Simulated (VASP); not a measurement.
Set up this calculation in VASP 6.6.1, as the native input.

- Task: relaxation of cell and atoms
- Functional: PBE
- Potentials or basis: VASP PAW PBE potentials, release 64 (Si, F)
- Cutoff: 600 eV
- k mesh: 4 × 4 × 2
- Occupations: gaussian, width 0.1 eV
- Spin: no spin polarisation
- Dipole correction: no
- Further INCAR settings: ALGO = Normal; EDIFF = 1e-06; IBRION = 2; EDIFFG = -0.025; NSW = 80; ISIF = 3

The structure of SiF lies in POSCAR:

```
SiF
1.0
   -1.9560487450     -3.4530063777      0.0879160795
    0.0257228829      2.4481147175     -6.4713739813
    5.8717954753     -3.4551132675      0.0547026069
Si F
4 4
Direct
    0.7212626102      0.4396397436      0.9122575047
    0.2108305627      0.4525984520      0.3981410145
    0.7991597618      0.5684405273      0.5882868677
    0.2827189934      0.5549463257      0.0974753316
    0.6045510500      0.1738801744      0.8648981184
    0.0840098127      0.1903996408      0.3673427972
    0.8955994843      0.8005262624      0.6347894687
    0.4018677249      0.8195688738      0.1368088972
```

These files were run (other wordings do the same):

INCAR

```
PREC = Accurate
ENCUT = 600
EDIFF = 1E-6
ISMEAR = 0
SIGMA = 0.1
LREAL = F
LASPH = T
NELM = 60
ALGO = Normal
ISIF = 3
LWAVE = F
LCHARG = F
GGA = PE
IBRION = 2
NSW = 80
EDIFFG = -0.025
```

KPOINTS

```
regular mesh
0
Gamma
  4 4 2
```

Potentials or basis: VASP PAW PBE potentials, release 64 (Si, F).

Command:

```console
$ cat potpaw_PBE.64/Si/POTCAR potpaw_PBE.64/F/POTCAR > POTCAR
$ mpirun -np 1 vasp_std > vasp.out
```

It gave:

```
Relaxed volume                        : 20.96 Å³/atom
Relaxed cell                          : a = 3.975 Å, b = 6.579 Å, c = 6.839 Å, α = 100.11°, β = 90.15°, γ = 107.49°
Space group after relaxing (to 0.1 Å) : R-3m (No. 166)
Energy gained by relaxing             : 95.2 meV/atom
Ionic steps                           : 47
Pressure after relaxing               : 0.0 GPa
Largest force after relaxing          : 0.023 eV/Å
Band gap on the k mesh                : 0.51 eV
```

Caveat: the k points lie up to 0.47 Å⁻¹ apart in the final cell; semilocal functionals underestimate gaps, and a narrow one can read as zero.

Wall time 20 min on 1 thread of Intel(R) Xeon(R) 6975P-C (Granite Rapids), on a shared host, peak memory 0.35 GiB.
